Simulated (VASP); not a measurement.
Wanted: the native input for a VASP 6.6.1 run.

| Quantity | Value |
| --- | --- |
| Task | single point |
| Functional | PBE |
| Potentials or basis | VASP PAW PBE potentials, release 64 (Ga_d, As) |
| Cutoff | 500 eV |
| k mesh | 16 × 16 × 16 |
| Occupations | gaussian, width 0.02 eV |
| Spin | no spin polarisation |
| Dipole correction | no |
| Further INCAR settings | ALGO = Normal; EDIFF = 1e-06; NBANDS = 16 |

The structure of GaAs lies in POSCAR:

```
GaAs
1.0
    0.0000000000      2.8728580485      2.8728580485
    2.8728580485      0.0000000000      2.8728580485
    2.8728580485      2.8728580485      0.0000000000
Ga As
1 1
Direct
    0.0000000000      0.0000000000      0.0000000000
    0.2500000000      0.2500000000      0.2500000000
```

These files were run (other wordings do the same):

INCAR

```
PREC = Accurate ; ENCUT = 500
EDIFF = 1E-6 ; ISMEAR = 0
SIGMA = 0.02 ; LREAL = F
LASPH = T ; NELM = 120
ALGO = Normal ; ISIF = 2
LWAVE = F ; LCHARG = T
GGA = PE ; LELF = T
LVHAR = T ; NBANDS = 16
GGA_COMPAT = F
```

KPOINTS

```
Automatic mesh
0
Gamma
  16 16 16
```

Potentials or basis: VASP PAW PBE potentials, release 64 (Ga_d, As).

Command:

```console
$ cat potpaw_PBE.64/Ga_d/POTCAR potpaw_PBE.64/As/POTCAR > POTCAR
$ mpirun -np 1 vasp_std > vasp.out
```

It gave:

| Quantity | Value |
| --- | --- |
| Pressure | 0.1 GPa |
| Band gap on the k mesh | 0.16 eV, direct |

Run time: 2.9 min on 1 thread of Intel Xeon 8259CL, with other jobs on the host, peak memory 0.25 GiB.
